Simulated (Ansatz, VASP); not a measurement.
**One calculation of Ir, two programs**

```
CELL_PARAMETERS angstrom
2.75138 0.00000 0.00000
-1.37569 2.38276 0.00000
0.00000 0.00000 4.46229
ATOMIC_POSITIONS crystal
Ir 0.33333 0.66667 0.25000
Ir 0.66667 0.33333 0.75000
```

Alike in both runs: task band structure; functional LDA; k mesh 11 × 11 × 6; occupations fermi-dirac, width 0.05 eV; no spin polarisation.

```csv
,VASP,Ansatz
version,VASP 6.6.1,Ansatz 0.2.0
potentials or method,"VASP PAW LDA potentials, release 64 (Ir)",Ansatz PAW
plane-wave cutoff (eV),520,420
valence electrons in the cell,18,34
```

VASP gave:

| Property | Result |
| --- | --- |
| gap on the k mesh at the Fermi level (eV) | none |
| pressure (GPa) | -15.8 |
| traceless stress, the component that is largest in VASP (GPa) | -0.38 |

Question: Estimate Ansatz's values.

Answer: gap on the k mesh at the Fermi level (eV): none; pressure (GPa): -17.8; traceless stress, the component that is largest in VASP (GPa): -0.42.

LDA's correlation is that of Perdew and Zunger in VASP and of Perdew and Wang (1992) in Ansatz. A gap of «none» marks a metal or a gap that the smearing closes. VASP's potentials hold 18 valence electrons a cell and Ansatz's 34, so a difference there can come from the potentials and not from the codes.

Spin-orbit coupling is off throughout.
